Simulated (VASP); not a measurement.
# GaWN3 (Cmcm) in VASP: single point with PBEsol

Aim: the single point of GaWN3 with PBEsol.

Program: VASP 6.6.1. These are calculated values, not measurements. Logs are shortened: lines on timing, memory, paths and dates and some standing lists are left out, and cuts for length are marked.

## 1. The cell of the first run

Symmetry: Cmcm, No. 63, orthorhombic system. The conventional cell has a = 2.889 Å, b = 9.407 Å, c = 7.508 Å, α = 90.00°, β = 90.00°, γ = 90.00°. Ga (site symmetry m2m) has 6 N at 1.99 to 2.24 Å within 2.6 Å. Within 2.6 Å of W (site symmetry 2/m) lie 6 N at 1.98 to 2.11 Å. Within 2.6 Å of N (site symmetry m2m) lie 2 Ga at 1.99 Å and 2 W at 2.11 Å. N (site symmetry m) has 2 W at 1.98 Å and 2 Ga at 2.24 Å and 1 N at 2.50 Å within 2.6 Å.

## 2. Single point, PBEsol

INCAR

```
SYSTEM = GaWN3
PREC = Accurate ; ENCUT = 520
EDIFF = 1E-6 ; ISMEAR = -1
SIGMA = 0.03 ; LREAL = .False.
LASPH = .True. ; NELM = 100
ALGO = Normal ; ISIF = 2
LWAVE = .False. ; LCHARG = .True.
GGA = PS ; LELF = .True.
LVHAR = .True. ; NBANDS = 53
```

KPOINTS

```
regular mesh
0
Gamma
  6 6 4
  0 0 0
```

POSCAR

```
GaWN3
1.0
    1.4443298247     -4.7036888984      0.0000000000
    1.4443298247      4.7036888984      0.0000000000
    0.0000000000      0.0000000000      7.5076311109
Ga W N
2 2 6
Direct
    0.2520745596      0.7479254404      0.7500000000
    0.7479254404      0.2520745596      0.2500000000
    0.0000000000      0.0000000000      0.0000000000
    0.0000000000      0.0000000000      0.5000000000
    0.8971949582      0.1028050418      0.7500000000
    0.1028050418      0.8971949582      0.2500000000
    0.3719133378      0.6280866622      0.0837665757
    0.6280866622      0.3719133378      0.9162334243
    0.3719133378      0.6280866622      0.4162334243
    0.6280866622      0.3719133378      0.5837665757
```

Potentials or basis: VASP PAW PBE potentials, release 64 (Ga_d, W_sv, N).

Run with:

```
cat potpaw_PBE.64/Ga_d/POTCAR potpaw_PBE.64/W_sv/POTCAR potpaw_PBE.64/N/POTCAR > POTCAR
mpirun -np 1 vasp_std > vasp.out
```

OUTCAR:

```text
SYSTEM = GaWN3
   PREC = Accurate
   ENCUT = 520
   EDIFF = 1E-6
   ISMEAR = -1
   LREAL = .False.
   LASPH = .True.
   NELM = 100
   ISIF = 2
   GGA = PS

 ion  position               nearest neighbor table
   1  0.252  0.748  0.750-   5 1.99   5 1.99  10 2.24   8 2.24   8 2.24  10 2.24   4 3.02   3 3.02

   2  0.748  0.252  0.250-   6 1.99   6 1.99   7 2.24   7 2.24   9 2.24   9 2.24   4 3.02   3 3.02

   3  0.000  0.000  0.000-   8 1.98   7 1.98   8 1.98   7 1.98   5 2.11   6 2.11   1 3.02   2 3.02

   4  0.000  0.000  0.500-  10 1.98   9 1.98  10 1.98   9 1.98   5 2.11   6 2.11   1 3.02   2 3.02

   5  0.897  0.103  0.750-   1 1.99   1 1.99   4 2.11   3 2.11
   6  0.103  0.897  0.250-   2 1.99   2 1.99   4 2.11   3 2.11
   7  0.372  0.628  0.084-   3 1.98   3 1.98   2 2.24   2 2.24
   8  0.628  0.372  0.916-   3 1.98   3 1.98   1 2.24   1 2.24
   9  0.372  0.628  0.416-   4 1.98   4 1.98   2 2.24   2 2.24
  10  0.628  0.372  0.584-   4 1.98   4 1.98   1 2.24   1 2.24

  LATTYP: Found a base centered orthorhombic cell.
 ALAT       =     2.8886596494
 B/A-ratio  =     3.2566584294
 C/A-ratio  =     2.5990016209

  Lattice vectors:

 A1 = (   1.4443298247,  -4.7036888984,   0.0000000000)
 A2 = (   1.4443298247,   4.7036888984,   0.0000000000)
 A3 = (   0.0000000000,   0.0000000000,   7.5076311109)

Analysis of symmetry for initial positions (statically):
=====================================================================
 Subroutine PRICEL returns:
 Original cell was already a primitive cell.

 Routine SETGRP: Setting up the symmetry group for a
 base centered orthorhombic supercell.

 Subroutine GETGRP returns: Found  8 space group operations
 (whereof  4 operations were pure point group operations)
 out of a pool of  8 trial point group operations.

The static configuration has the point symmetry C_2h.
 The point group associated with its full space group is D_2h.

Analysis of symmetry for dynamics (positions and initial velocities):
=====================================================================
 Subroutine PRICEL returns:
 Original cell was already a primitive cell.

 Routine SETGRP: Setting up the symmetry group for a
 base centered orthorhombic supercell.

 Subroutine GETGRP returns: Found  8 space group operations
 (whereof  4 operations were pure point group operations)
 out of a pool of  8 trial point group operations.

The dynamic configuration has the point symmetry C_2h.
 The point group associated with its full space group is D_2h.

 Subroutine INISYM returns: Found  8 space group operations
 (whereof  4 operations are pure point group operations),
 and found     1 'primitive' translations

----------------------------------------------------------------------------------------

                                     Primitive cell

  volume of cell :     102.0089

  direct lattice vectors                    reciprocal lattice vectors
     1.444329825 -4.703688898  0.000000000     0.346181316 -0.106299547  0.000000000
     1.444329825  4.703688898  0.000000000     0.346181316  0.106299547  0.000000000
     0.000000000  0.000000000  7.507631111     0.000000000  0.000000000  0.133197807

  length of vectors
     4.920444888  4.920444888  7.507631111     0.362134088  0.362134088  0.133197807

  position of ions in fractional coordinates (direct lattice)
     0.252074560  0.747925440  0.750000000
     0.747925440  0.252074560  0.250000000
     0.000000000  0.000000000  0.000000000
     0.000000000  0.000000000  0.500000000
     0.897194958  0.102805042  0.750000000
     0.102805042  0.897194958  0.250000000
     0.371913338  0.628086662  0.083766576
     0.628086662  0.371913338  0.916233424
     0.371913338  0.628086662  0.416233424
     0.628086662  0.371913338  0.583766576

  ion indices of the primitive-cell ions
   primitive index   ion index
                 1           1
                 2           2
                 3           3
                 4           4
                 5           5
                 6           6
                 7           7
                 8           8
                 9           9
                10          10

----------------------------------------------------------------------------------------

 KPOINTS: regular mesh

Automatic generation of k-mesh.
 Grid dimensions read from file:
 generate k-points for:    6    6    4

 Generating k-lattice:

  Cartesian coordinates                     Fractional coordinates (reciprocal lattice)
     0.057696886 -0.017716591  0.000000000     0.166666667  0.000000000  0.000000000
     0.057696886  0.017716591  0.000000000     0.000000000  0.166666667  0.000000000
     0.000000000  0.000000000  0.033299452     0.000000000  0.000000000  0.250000000

  Length of vectors
     0.060355681  0.060355681  0.033299452

  Shift w.r.t. Gamma in fractional coordinates (k-lattice)
     0.000000000  0.000000000  0.000000000

 Subroutine IBZKPT returns following result:
 ===========================================

 Found     39 irreducible k-points:

 Following reciprocal coordinates:
            Coordinates               Weight
  0.000000  0.000000  0.000000      1.000000
  0.166667 -0.000000  0.000000      4.000000
  0.333333 -0.000000  0.000000      4.000000
  0.500000 -0.000000  0.000000      2.000000
  0.166667  0.166667  0.000000      2.000000
  0.333333  0.166667  0.000000      4.000000
[... 16 lines left out ...]
  0.333333  0.333333  0.250000      4.000000
  0.500000  0.333333  0.250000      8.000000
 [... further k-points ...]
   k-points           NKPTS =     39   k-points in BZ     NKDIM =     39   number of bands    NBANDS=     53
   number of dos      NEDOS =    301   number of ions     NIONS =     10
   total plane-waves  NPLWV =  89600
   dimension x,y,z NGX =    40 NGY =   40 NGZ =   56
   dimension x,y,z NGXF=    80 NGYF=   80 NGZF=  112
   ions per type =               2   2   6
   NGX,Y,Z   is equivalent  to a cutoff of  13.51, 13.51, 12.40 a.u.
   NGXF,Y,Z  is equivalent  to a cutoff of  27.03, 27.03, 24.80 a.u.
 SYSTEM =  GaWN3
   PREC   = accura    normal or accurate (medium, high low for compatibility)
   ISTART =      0    job   : 0-new  1-cont  2-samecut
   ICHARG =      2    charge: 1-file 2-atom 10-const
   ISPIN  =      1    spin polarized calculation?
   LNONCOLLINEAR =      F non collinear calculations
   LSORBIT =      F    spin-orbit coupling
   LASPH  =      T    aspherical Exc in radial PAW
   ENCUT  =  520.0 eV  38.22 Ry    6.18 a.u.   9.15  9.15 13.96*2*pi/ulx,y,z
   NELM   =    100;   NELMIN=  2; NELMDL= -5     # of ELM steps
   EDIFF  = 0.1E-05   stopping-criterion for ELM
   LREAL  =      F    real-space projection
   EDIFFG = 0.1E-04   stopping-criterion for IOM
   NSW    =      0    number of steps for IOM
   IBRION =     -1    ionic relax: 0-MD 1-quasi-New 2-CG
   NFREE  =      0    steps in history (QN), initial steepest desc. (CG)
   ISIF   =      2    stress and relaxation
   ISYM   =      2    0-nonsym 1-usesym 2-fastsym
   POTIM  = 0.5000    time-step for ionic-motion
   TEBEG  =    0.0;   TEEND  =   0.0 temperature during run
   PSTRESS=    0.0 pullay stress
   NELECT =      84.0000    total number of electrons
   NUPDOWN=      -1.0000    fix difference up-down
   EMIN   =  10.00;   EMAX   =-10.00  energy-range for DOS
   EFERMI =   0.00;   METHOD = LEGACY
   ISMEAR =    -1;   SIGMA  =   0.03  broadening in eV -4-tet -1-fermi 0-gaus
   EFERMI_NEDOS =   21; number of points for ismear=-14 and -15
   IALGO  =     38    algorithm
   IMIX   =      4    mixing-type and parameters
     AMIX     =   0.40;   BMIX     =  1.00
     AMIX_MAG =   1.60;   BMIX_MAG =  1.00
  volume/ion in A,a.u.               =      10.20        68.84
  Fermi-wavevector in a.u.,A,eV,Ry     =   1.534459  2.899707 32.035795  2.354565
  Thomas-Fermi vector in A             =   2.641384
   LORBIT       =      0    0 simple, 1 ext, 2 COOP (PROOUT), +10 PAW based schemes
   GGA     = PS    functional components
   LHFCALC =     F    Hartree Fock is set to
   AEXX    =    0.0000 exact exchange contribution
   IVDW    =     0    specifies the selected vdW correction
   LEPSILON=     F    determine dielectric tensor
   LRPA    =     F    only Hartree local field effects (RPA)
 non-spin polarized calculation
  energy-cutoff  :      520.00
  volume of cell :      102.01
 maximum number of plane-waves:      2780
 NGX is ok and might be reduce to    40
   NGX = 19   NGY = 19   NGZ = 27

 number of electron      84.0000007 magnetization

 Free energy of the ion-electron system (eV)
  ---------------------------------------------------
  ext. energy  EPLUGINS =         0.00000000
  ---------------------------------------------------
  free energy    TOTEN  =       -85.90262810 eV

  energy without entropy =      -85.90094535  energy(sigma->0) =      -85.90178673

 E-fermi :   7.9145     XC(G=0): -12.8752

 val. band max:        7.9091121427   @ k =  -0.3333   0.3333   0.0000
 cond. band min:       7.9381902801   @ k =   0.5000   0.5000   0.2500
 fundamental gap:      0.0290781374
 Fermi energy:         7.9145413814

 k-point     1 :       0.0000    0.0000    0.0000
  band No.  band energies     occupation
      1     -67.2740      2.00000
      2     -67.2733      2.00000
      3     -31.6405      2.00000
      4     -31.6321      2.00000
      5     -31.3943      2.00000
      6     -31.3483      2.00000
[... 45 lines left out ...]
     52      14.3248      0.00000
     53      14.8315      0.00000

 k-point     2 :       0.1667   -0.0000    0.0000
  band No.  band energies     occupation
      1     -67.2656      2.00000
      2     -67.2649      2.00000
      3     -31.6129      2.00000
      4     -31.6050      2.00000
      5     -31.4531      2.00000
      6     -31.4502      2.00000
[... 45 lines left out ...]
     52      14.4102      0.00000
     53      14.6353      0.00000
[... 1174 lines left out ...]
     52      14.1584      0.00000
     53      14.6654      0.00000

 k-point    24 :       0.5000    0.3333    0.2500
  band No.  band energies     occupation
      1     -67.2655      2.00000
      2     -67.2650      2.00000
      3     -31.6132      2.00000
      4     -31.6075      2.00000
      5     -31.4527      2.00000
      6     -31.4507      2.00000
[... 45 lines left out ...]
     52      14.1696      0.00000
     53      14.9849      0.00000

 [... further k-points ...]

------------------------ aborting loop because EDIFF is reached ----------------------------------------

  FORCE on cell =-STRESS in cart. coord.  units (eV):
  Direction    XX          YY          ZZ          XY          YZ          ZX
  --------------------------------------------------------------------------------------
  -------------------------------------------------------------------------------------
  Total        0.8590457      0.6132086      0.4631309      0.0000000     -0.0000000      0.0000000
  in kB       13.4923929      9.6312112      7.2740527      0.0000000     -0.0000000      0.0000000
  external PRESSURE =      10.1325523 kB  Pullay stress =       0.0000000 kB

 VOLUME and BASIS-vectors are now :
 -----------------------------------------------------------------------------
  energy-cutoff  :      520.00
  volume of cell :      102.01
      direct lattice vectors                 reciprocal lattice vectors
     1.444329825 -4.703688898  0.000000000     0.346181316 -0.106299547  0.000000000
     1.444329825  4.703688898  0.000000000     0.346181316  0.106299547  0.000000000
     0.000000000  0.000000000  7.507631111     0.000000000  0.000000000  0.133197807

 POSITION                                       TOTAL-FORCE (eV/Angst)
 -----------------------------------------------------------------------------------
      1.44433      2.33233      5.63072        -0.000000     -0.018526     -0.000000
      1.44433     -2.33233      1.87691        -0.000000      0.018526     -0.000000
      0.00000      0.00000      0.00000        -0.000000      0.000000     -0.000000
      0.00000      0.00000      3.75382         0.000000      0.000000     -0.000000
      1.44433     -3.73656      5.63072        -0.000000      0.034380     -0.000000
      1.44433      3.73656      1.87691        -0.000000     -0.034380     -0.000000
      1.44433      1.20496      0.62889        -0.000000      0.088244      0.042754
      1.44433     -1.20496      6.87874        -0.000000     -0.088244     -0.042754
      1.44433      1.20496      3.12493        -0.000000      0.088244     -0.042754
      1.44433     -1.20496      4.38270        -0.000000     -0.088244      0.042754
 -----------------------------------------------------------------------------------
    total drift:                               -0.000000      0.000000     -0.000000

  FREE ENERGIE OF THE ION-ELECTRON SYSTEM (eV)
  ---------------------------------------------------
  free  energy   TOTEN  =       -85.9026281046 eV

  energy  without entropy=      -85.9009453471  energy(sigma->0) =      -85.90178673
```

It took 4.7 min on 1 thread of Intel Xeon Platinum 8375C at 2.90GHz (Ice Lake), shared host; peak memory 0.38 GiB.

Results:

| Property | Result |
| --- | --- |
| Free energy | -85.9026 eV |
| Pressure | 1.0 GPa |
| Largest force | 0.098 eV/Å |
| Band gap on the k mesh | zero (bands 42 and 43 overlap by 0.33 eV) |

Forces in eV/Å, atoms in the order of the input:
```
Ga   0.000 -0.019  0.000
Ga   0.000  0.019  0.000
W    0.000  0.000  0.000
W    0.000  0.000  0.000
N    0.000  0.034  0.000
N    0.000 -0.034  0.000
N    0.000  0.088  0.043
N    0.000 -0.088 -0.043
N    0.000  0.088 -0.043
N    0.000 -0.088  0.043
```

Caveat: the k points lie up to 0.38 Å⁻¹ apart; the PAW data sets were made with another functional, which shifts forces and pressure a little; spin-orbit coupling is left out, which moves the levels of the heavy elements.
